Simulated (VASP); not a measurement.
# TePb (Fm-3m) in VASP: settings compared

TePb is run at these levels: RPBE, RPBE+D3(BJ), RPBE+D4; tasks: relaxation of cell and atoms.

All numbers are computed with VASP 6.6.1; they aren't measurements. Logs are shortened: lines on timing, memory, paths and dates and some standing lists are left out, and cuts for length are marked.

## Step 1: The cell of the first run

The structure is cubic, space group Fm-3m (No. 225). The conventional cell has a = 6.462 Å, b = 6.462 Å, c = 6.462 Å, α = 90.00°, β = 90.00°, γ = 90.00°. Pb (site symmetry m-3m) has 6 Te at 3.23 Å within 4.3 Å. Te (site symmetry m-3m) has 6 Pb at 3.23 Å within 4.3 Å.

## Step 2: Relaxation of cell and atoms, RPBE

The input, INCAR:

```
PREC = Accurate ; ENCUT = 600
EDIFF = 1E-6 ; ISMEAR = -1
SIGMA = 0.05 ; LREAL = F
LASPH = T ; NELM = 60
ALGO = Normal ; ISIF = 3
LWAVE = F ; LCHARG = F
GGA = RP ; IBRION = 2
NSW = 80 ; EDIFFG = -0.01
```

The input, KPOINTS:

```
regular mesh
0
Gamma
  7 7 7
```

The input, POSCAR:

```
TePb
1.0
    0.0000000000      3.2310000000      3.2310000000
    3.2310000000      0.0000000000      3.2310000000
    3.2310000000      3.2310000000      0.0000000000
Pb Te
1 1
Direct
    0.0000000000      0.0000000000      0.0000000000
    0.5000000000      0.5000000000      0.5000000000
```

Potentials or basis: VASP PAW PBE potentials, release 64 (Pb_d, Te).

Launch:

```
cat potpaw_PBE.64/Pb_d/POTCAR potpaw_PBE.64/Te/POTCAR > POTCAR
mpirun -np 1 vasp_std > vasp.out
```

OUTCAR:

```text
PREC = Accurate
   ENCUT = 600
   EDIFF = 1E-6
   ISMEAR = -1
   LREAL = F
   LASPH = T
   NELM = 60
   ISIF = 3
   GGA = RP
   IBRION = 2
   NSW = 80
   EDIFFG = -0.01

 ion  position               nearest neighbor table
   1  0.000  0.000  0.000-   2 3.23   2 3.23   2 3.23   2 3.23   2 3.23   2 3.23
   2  0.500  0.500  0.500-   1 3.23   1 3.23   1 3.23   1 3.23   1 3.23   1 3.23

  LATTYP: Found a face centered cubic cell.
 ALAT       =     6.4620000000

  Lattice vectors:

 A1 = (   0.0000000000,   3.2310000000,   3.2310000000)
 A2 = (   3.2310000000,   0.0000000000,   3.2310000000)
 A3 = (   3.2310000000,   3.2310000000,   0.0000000000)

Analysis of symmetry for initial positions (statically):
=====================================================================
 Subroutine PRICEL returns:
 Original cell was already a primitive cell.

 Routine SETGRP: Setting up the symmetry group for a
 face centered cubic supercell.

 Subroutine GETGRP returns: Found 48 space group operations
[... 9 lines left out ...]

 Routine SETGRP: Setting up the symmetry group for a
 face centered cubic supercell.

 Subroutine GETGRP returns: Found 48 space group operations
[... 11 lines left out ...]
                                     Primitive cell

  volume of cell :      67.4592

  direct lattice vectors                    reciprocal lattice vectors
     0.000000000  3.231000000  3.231000000    -0.154750851  0.154750851  0.154750851
     3.231000000  0.000000000  3.231000000     0.154750851 -0.154750851  0.154750851
     3.231000000  3.231000000  0.000000000     0.154750851  0.154750851 -0.154750851

  length of vectors
     4.569324020  4.569324020  4.569324020     0.268036337  0.268036337  0.268036337

  position of ions in fractional coordinates (direct lattice)
     0.000000000  0.000000000  0.000000000
     0.500000000  0.500000000  0.500000000

  ion indices of the primitive-cell ions
   primitive index   ion index
                 1           1
                 2           2

----------------------------------------------------------------------------------------

 KPOINTS: regular mesh

Automatic generation of k-mesh.
 Grid dimensions read from file:
 generate k-points for:    7    7    7

 Generating k-lattice:

  Cartesian coordinates                     Fractional coordinates (reciprocal lattice)
    -0.022107264  0.022107264  0.022107264     0.142857143  0.000000000  0.000000000
     0.022107264 -0.022107264  0.022107264     0.000000000  0.142857143  0.000000000
     0.022107264  0.022107264 -0.022107264     0.000000000  0.000000000  0.142857143

  Length of vectors
     0.038290905  0.038290905  0.038290905

  Shift w.r.t. Gamma in fractional coordinates (k-lattice)
     0.000000000  0.000000000  0.000000000

 Subroutine IBZKPT returns following result:
 ===========================================

 Found     20 irreducible k-points:

 Following reciprocal coordinates:
            Coordinates               Weight
  0.000000  0.000000  0.000000      1.000000
  0.142857  0.000000  0.000000      8.000000
  0.285714  0.000000  0.000000      8.000000
  0.428571  0.000000  0.000000      8.000000
  0.142857  0.142857  0.000000      6.000000
  0.285714  0.142857  0.000000     24.000000
[... 12 lines left out ...]
 -0.428571  0.428571  0.142857     24.000000
 -0.285714  0.428571  0.142857     24.000000
   k-points           NKPTS =     20   k-points in BZ     NKDIM =     20   number of bands    NBANDS=     14
   number of dos      NEDOS =    301   number of ions     NIONS =      2
   total plane-waves  NPLWV =  64000
   dimension x,y,z NGX =    40 NGY =   40 NGZ =   40
   dimension x,y,z NGXF=    80 NGYF=   80 NGZF=   80
   ions per type =               1   1
   NGX,Y,Z   is equivalent  to a cutoff of  14.55, 14.55, 14.55 a.u.
   NGXF,Y,Z  is equivalent  to a cutoff of  29.11, 29.11, 29.11 a.u.
 SYSTEM =  unknown system
   PREC   = accura    normal or accurate (medium, high low for compatibility)
   ISTART =      0    job   : 0-new  1-cont  2-samecut
   ICHARG =      2    charge: 1-file 2-atom 10-const
   ISPIN  =      1    spin polarized calculation?
   LNONCOLLINEAR =      F non collinear calculations
   LSORBIT =      F    spin-orbit coupling
   LASPH  =      T    aspherical Exc in radial PAW
   ENCUT  =  600.0 eV  44.10 Ry    6.64 a.u.   9.13  9.13  9.13*2*pi/ulx,y,z
   NELM   =     60;   NELMIN=  2; NELMDL= -5     # of ELM steps
   EDIFF  = 0.1E-05   stopping-criterion for ELM
   LREAL  =      F    real-space projection
   EDIFFG = -.1E-01   stopping-criterion for IOM
   NSW    =     80    number of steps for IOM
   IBRION =      2    ionic relax: 0-MD 1-quasi-New 2-CG
   NFREE  =      1    steps in history (QN), initial steepest desc. (CG)
   ISIF   =      3    stress and relaxation
   ISYM   =      2    0-nonsym 1-usesym 2-fastsym
   POTIM  = 0.5000    time-step for ionic-motion
   TEBEG  =    0.0;   TEEND  =   0.0 temperature during run
   PSTRESS=    0.0 pullay stress
   NELECT =      20.0000    total number of electrons
   NUPDOWN=      -1.0000    fix difference up-down
   EMIN   =  10.00;   EMAX   =-10.00  energy-range for DOS
   EFERMI =   0.00;   METHOD = LEGACY
   ISMEAR =    -1;   SIGMA  =   0.05  broadening in eV -4-tet -1-fermi 0-gaus
   EFERMI_NEDOS =   21; number of points for ismear=-14 and -15
   IALGO  =     38    algorithm
   IMIX   =      4    mixing-type and parameters
     AMIX     =   0.40;   BMIX     =  1.00
     AMIX_MAG =   1.60;   BMIX_MAG =  1.00
  volume/ion in A,a.u.               =      33.73       227.62
  Fermi-wavevector in a.u.,A,eV,Ry     =   1.091619  2.062861 16.213147  1.191633
  Thomas-Fermi vector in A             =   2.227868
   LORBIT       =      0    0 simple, 1 ext, 2 COOP (PROOUT), +10 PAW based schemes
   GGA     = RP    functional components
   LHFCALC =     F    Hartree Fock is set to
   AEXX    =    0.0000 exact exchange contribution
   IVDW    =     0    specifies the selected vdW correction
   LEPSILON=     F    determine dielectric tensor
   LRPA    =     F    only Hartree local field effects (RPA)
 conjugate gradient relaxation of ions
 non-spin polarized calculation
  energy-cutoff  :      600.00
  volume of cell :       67.46
 maximum number of plane-waves:      2259
 NGX is ok and might be reduce to    40
   NGX = 19   NGY = 19   NGZ = 19

--------------------------------------- Ionic step        1  -------------------------------------------

 number of electron      19.9999998 magnetization

 Free energy of the ion-electron system (eV)
  ---------------------------------------------------
  ext. energy  EPLUGINS =         0.00000000
  ---------------------------------------------------
  free energy    TOTEN  =        -6.77834129 eV

  energy without entropy =       -6.77833982  energy(sigma->0) =       -6.77834056

 E-fermi :   6.1861     XC(G=0):  -9.1722

 val. band max:        5.6479843409   @ k =   0.4286   0.0000   0.0000
 cond. band min:       6.7132525211   @ k =   0.4286   0.0000   0.0000
 fundamental gap:      1.0652681802
 Fermi energy:         6.1860766448

 k-point     1 :       0.0000    0.0000    0.0000
  band No.  band energies     occupation
      1     -11.0468      2.00000
      2     -11.0468      2.00000
      3     -11.0412      2.00000
      4     -11.0412      2.00000
      5     -11.0412      2.00000
      6      -6.2574      2.00000
      7       0.1843      2.00000
      8       4.3861      2.00000
      9       4.3861      2.00000
     10       4.3861      2.00000
     11       9.8599      0.00000
     12       9.8599      0.00000
     13       9.8599      0.00000
     14      11.5581      0.00000

 k-point     2 :       0.1429    0.0000    0.0000
  band No.  band energies     occupation
      1     -11.0493      2.00000
      2     -11.0493      2.00000
      3     -11.0407      2.00000
      4     -11.0383      2.00000
      5     -11.0383      2.00000
      6      -6.0831      2.00000
      7      -0.3772      2.00000
      8       4.4382      2.00000
      9       4.4382      2.00000
     10       4.6986      2.00000
     11       8.9216      0.00000
     12       9.1130      0.00000
     13       9.1130      0.00000
     14      11.4339      0.00000
[... 353 lines left out ...]
 VOLUME and BASIS-vectors are now :
 -----------------------------------------------------------------------------
  energy-cutoff  :      600.00
  volume of cell :       75.12
      direct lattice vectors                 reciprocal lattice vectors
     0.000000000  3.348886582  3.348886582    -0.149303354  0.149303354  0.149303354
     3.348886582  0.000000000  3.348886582     0.149303354 -0.149303354  0.149303354
     3.348886582  3.348886582  0.000000000     0.149303354  0.149303354 -0.149303354

 POSITION                                       TOTAL-FORCE (eV/Angst)
 -----------------------------------------------------------------------------------
      0.00000      3.34889      3.34889         0.000000      0.000000      0.000000
      3.34889      3.34889      3.34889        -0.000000     -0.000000     -0.000000
 -----------------------------------------------------------------------------------
    total drift:                               -0.000000     -0.000000     -0.000000

  FREE ENERGIE OF THE ION-ELECTRON SYSTEM (eV)
  ---------------------------------------------------
  free  energy   TOTEN  =        -6.8390542612 eV

  energy  without entropy=       -6.8390537323  energy(sigma->0) =       -6.83905400

--------------------------------------- Ionic step        3  -------------------------------------------

 number of electron      20.0000001 magnetization

 Free energy of the ion-electron system (eV)
  ---------------------------------------------------
  ext. energy  EPLUGINS =         0.00000000
  ---------------------------------------------------
  free energy    TOTEN  =        -6.84228370 eV

  energy without entropy =       -6.84228310  energy(sigma->0) =       -6.84228340

 E-fermi :   5.2005     XC(G=0):  -8.7710

 val. band max:        4.5922782417   @ k =   0.4286   0.0000   0.0000
 cond. band min:       5.7775984747   @ k =   0.4286   0.0000   0.0000
 fundamental gap:      1.1853202330
 Fermi energy:         5.2005011137

 k-point     1 :       0.0000    0.0000    0.0000
  band No.  band energies     occupation
      1     -12.0098      2.00000
      2     -12.0098      2.00000
      3     -12.0098      2.00000
      4     -12.0095      2.00000
      5     -12.0095      2.00000
      6      -6.6433      2.00000
      7      -1.1002      2.00000
      8       3.6359      2.00000
      9       3.6359      2.00000
     10       3.6359      2.00000
     11       8.6829      0.00000
     12       8.6829      0.00000
     13       8.6829      0.00000
     14      10.6907      0.00000

 k-point     2 :       0.1429    0.0000    0.0000
  band No.  band energies     occupation
      1     -12.0114      2.00000
      2     -12.0114      2.00000
      3     -12.0093      2.00000
      4     -12.0074      2.00000
      5     -12.0074      2.00000
      6      -6.4901      2.00000
      7      -1.5186      2.00000
      8       3.6829      2.00000
      9       3.6829      2.00000
     10       3.8443      2.00000
     11       7.8284      0.00000
     12       8.0352      0.00000
     13       8.0352      0.00000
     14      10.5796      0.00000
[... 317 lines left out ...]
 VOLUME and BASIS-vectors are now :
 -----------------------------------------------------------------------------
  energy-cutoff  :      600.00
  volume of cell :       73.58
      direct lattice vectors                 reciprocal lattice vectors
     0.000000000  3.325955136  3.325955136    -0.150332755  0.150332755  0.150332755
     3.325955136  0.000000000  3.325955136     0.150332755 -0.150332755  0.150332755
     3.325955136  3.325955136  0.000000000     0.150332755  0.150332755 -0.150332755

 POSITION                                       TOTAL-FORCE (eV/Angst)
 -----------------------------------------------------------------------------------
      0.00000      0.00000      0.00000         0.000000      0.000000      0.000000
      3.32596      3.32596      3.32596        -0.000000     -0.000000     -0.000000
 -----------------------------------------------------------------------------------
    total drift:                                0.000000     -0.000000     -0.000000

  FREE ENERGIE OF THE ION-ELECTRON SYSTEM (eV)
  ---------------------------------------------------
  free  energy   TOTEN  =        -6.8422837038 eV

  energy  without entropy=       -6.8422830979  energy(sigma->0) =       -6.84228340

 reached required accuracy - stopping structural energy minimisation
```

Wall time 86 s (1 thread of Intel Xeon 6975P-C, shared host); peak memory 0.25 GiB.

Results:

```yaml
Free_energy: -6.8423 eV
Relaxed_volume: 36.79 Å³/atom
Relaxed_cell: a = 4.704 Å, b = 4.704 Å, c = 4.704 Å, α = 60.00°, β = 60.00°, γ = 60.00°
Space_group_after_relaxing_to_0.05_Å: Fm-3m (No. 225)
Energy_gained_by_relaxing: 32.0 meV/atom
Ionic_steps: 3
Pressure_after_relaxing: 0.0 GPa
```

The path:
| step | energy change (eV) | largest force (eV/Å) | pressure (GPa) | volume (Å³) |
| --- | --- | --- | --- | --- |
| 1 | 0.0000 | 0.0000 | 3.59 | 67.46 |
| 2 | -0.0607 | 0.0000 | -0.67 | 75.12 |
| 3 | -0.0639 | 0.0000 | 0.01 | 73.58 |

Final structure:
```
Pb Te
1.0
     0.00000    3.32596    3.32596
     3.32596    0.00000    3.32596
     3.32596    3.32596    0.00000
Pb Te
1 1
Direct
  0.00000 0.00000 0.00000
  0.50000 0.50000 0.50000
```

Levels at points of the mesh, in eV from the Fermi level:
```
           k point  band 8  band 9  band 10  band 11  band 12  band 13
(0.00, 0.00, 0.00)   -1.56   -1.56    -1.56     3.48     3.48     3.48
```

Caveat: this odd mesh misses L, where the gap lies, so gap, dielectric constants and Born charges aren't listed; the PAW data sets were made with another functional, which shifts forces and pressure a little; spin-orbit coupling is left out, which moves the levels of the heavy elements.

## Step 3: Relaxation of cell and atoms, RPBE+D3(BJ)

The input, INCAR:

```
ALGO = Normal
EDIFF = 1E-6
EDIFFG = -0.01
ENCUT = 600
GGA = RP
IBRION = 2
ISIF = 3
ISMEAR = -1
IVDW = 12
LASPH = True
LCHARG = False
LREAL = False
LWAVE = False
NELM = 80
NSW = 80
PREC = Accurate
SIGMA = 0.05
```

The input, KPOINTS:

```
k-points
0
Gamma
  7 7 7
```

POSCAR is that of step 2.

Potentials or basis: VASP PAW PBE potentials, release 64 (Pb_d, Te).

Launch:

```
cat potpaw_PBE.64/Pb_d/POTCAR potpaw_PBE.64/Te/POTCAR > POTCAR
mpirun -np 1 vasp_std > vasp.out
```

Run time: 2.4 min. Hardware: 1 thread of Intel Xeon 6975P-C, shared host; peak memory 0.27 GiB.

The run converged. Its results:

```yaml
Free_energy: -11.1418 eV
Relaxed_volume: 26.96 Å³/atom
Relaxed_cell: a = 4.241 Å, b = 4.241 Å, c = 4.241 Å, α = 60.00°, β = 60.00°, γ = 60.00°
Space_group_after_relaxing_to_0.05_Å: Fm-3m (No. 225)
Energy_gained_by_relaxing: 272.8 meV/atom
Ionic_steps: 6
Pressure_after_relaxing: 0.0 GPa
Dispersion_energy_per_atom: -2.643 eV
```

Step by step:
| step | energy change (eV) | largest force (eV/Å) | pressure (GPa) | volume (Å³) |
| --- | --- | --- | --- | --- |
| 1 | 0.0000 | 0.0000 | -10.48 | 67.46 |
| 2 | -0.3596 | 0.0000 | 11.42 | 48.13 |
| 3 | -0.5455 | 0.0000 | -0.17 | 54.03 |
| 4 | -0.5454 | 0.0000 | 0.22 | 53.78 |
| 5 | -0.5454 | 0.0000 | -0.18 | 54.05 |
| 6 | -0.5455 | 0.0000 | 0.01 | 53.93 |

Final structure:
```
CELL_PARAMETERS angstrom
0.00000 2.99862 2.99862
2.99862 0.00000 2.99862
2.99862 2.99862 0.00000
ATOMIC_POSITIONS crystal
Pb 0.00000 0.00000 0.00000
Te 0.50000 0.50000 0.50000
```

Levels at points of the mesh, in eV from the Fermi level:
```csv
k point,band 8,band 9,band 10,band 11,band 12,band 13
"(0.00, 0.00, 0.00)",-2.56,-2.56,-2.56,4.03,4.03,4.03
```

Caveat: this odd mesh misses L, where the gap lies, so gap, dielectric constants and Born charges aren't listed; the volume moved by over 15 % at a fixed basis, so the end points are rough; the PAW data sets were made with another functional, which shifts forces and pressure a little; spin-orbit coupling is left out, which moves the levels of the heavy elements; the volume moved by -20 % from the deposited cell, more than functionals usually miss.

(Continued in part 2 of 2.)
